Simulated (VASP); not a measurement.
Set up this calculation in VASP 6.6.1, as the native input.

* Task: electric field gradients
* Functional: PBEsol
* Potentials or basis: VASP PAW PBE potentials, release 64 (Ti_sv, B)
* Cutoff: 520 eV
* k mesh: 14 × 14 × 11
* Occupations: fermi-dirac, width 0.03 eV
* Spin: no spin polarisation
* Dipole correction: no
* Further INCAR settings: ALGO = Normal; EDIFF = 1e-08; NBANDS = 16

The structure of TiB2 lies in POSCAR:

```
TiB2
1.0
    3.0897821656      0.0000000000      0.0000000000
   -1.5448910828      2.6758298476      0.0000000000
    0.0000000000      0.0000000000      3.2284000000
Ti B
1 2
Direct
    0.0000000000      0.0000000000      0.0000000000
    0.3333333333      0.6666666667      0.5000000000
    0.6666666667      0.3333333333      0.5000000000
```

This cell differs from its parent crystal: equal xx and yy strain of +2 %.

These files were run (other wordings do the same):

INCAR

```
SYSTEM = TiB2
  ALGO = Normal
  EDIFF = 1E-8
  ENCUT = 520
  GGA = PS
  ISIF = 2
  ISMEAR = -1
  LASPH = .TRUE.
  LCHARG = .FALSE.
  LEFG = .TRUE.
  LREAL = .FALSE.
  LWAVE = .FALSE.
  NBANDS = 16
  NELM = 100
  PREC = Accurate
  SIGMA = 0.03
```

KPOINTS

```
k-points
0
G
  14 14 11
  0 0 0
```

Potentials or basis: VASP PAW PBE potentials, release 64 (Ti_sv, B).

Command:

```bash
$ cat potpaw_PBE.64/Ti_sv/POTCAR potpaw_PBE.64/B/POTCAR > POTCAR
$ mpirun -np 1 vasp_std > vasp.out
```

Results of the run:

```
Pressure                                : -14.5 GPa
Band gap on the k mesh                  : zero (bands 9 and 10 overlap by 0.64 eV)
Largest electric field gradient by atom : Ti +15.2; B +3.7 V/Å²
```

Caveat: the cell differs from its parent crystal (equal xx and yy strain of +2 %); the cell stands under tension; without QUAD_EFG the Cq values of the log hold for a quadrupole moment of 1 mb, not for the nuclei; the PAW data sets were made with another functional, which shifts forces and pressure a little.

It took 87 s on 1 thread of Intel Xeon 8259CL (shared host), peak memory 0.18 GiB.
